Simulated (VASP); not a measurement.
Write the native input for VASP 6.6.1 that does the following.

```
Task                   : electric field gradients
Functional             : LDA
Potentials or basis    : VASP PAW LDA potentials, release 64 (In_d, Sb)
Cutoff                 : 520 eV
k mesh                 : 10 × 10 × 10
Occupations            : fermi-dirac, width 0.03 eV
Spin                   : no spin polarisation
Dipole correction      : no
Further INCAR settings : ALGO = Normal; EDIFF = 1e-08; NBANDS = 16
```

The structure of InSb lies in POSCAR:

```
InSb
1.0
    0.0000000000      3.2817246249      3.2817246249
    3.2817246249      0.0000000000      3.2817246249
    3.2817246249      3.2817246249      0.0000000000
In Sb
1 1
Direct
    0.0000000000      0.0000000000      0.0000000000
    0.7500000000      0.7500000000      0.7500000000
```

This cell differs from its parent crystal: volume scaled by 1.04.

These files were run (other wordings do the same):

INCAR

```
ALGO = Normal
EDIFF = 1E-8
ENCUT = 520
ISIF = 2
ISMEAR = -1
LASPH = T
LCHARG = F
LEFG = T
LREAL = F
LWAVE = F
NBANDS = 16
NELM = 100
PREC = Accurate
SIGMA = 0.03
```

KPOINTS

```
k-points
0
Gamma
  10 10 10
```

Potentials or basis: VASP PAW LDA potentials, release 64 (In_d, Sb).

Command:

```console
$ cat potpaw_LDA.64/In_d/POTCAR potpaw_LDA.64/Sb/POTCAR > POTCAR
$ mpirun -np 1 vasp_std > vasp.out
```

It gave:

* Pressure: -2.1 GPa
* Band gap on the k mesh: zero (filled and empty bands touch)

Caveat: without QUAD_EFG the Cq values of the log hold for a quadrupole moment of 1 mb, not for the nuclei; spin-orbit coupling is left out, which moves the levels of the heavy elements.

Wall time 85 s on 1 thread of Intel Xeon 8259CL, on a shared host, peak memory 0.21 GiB.
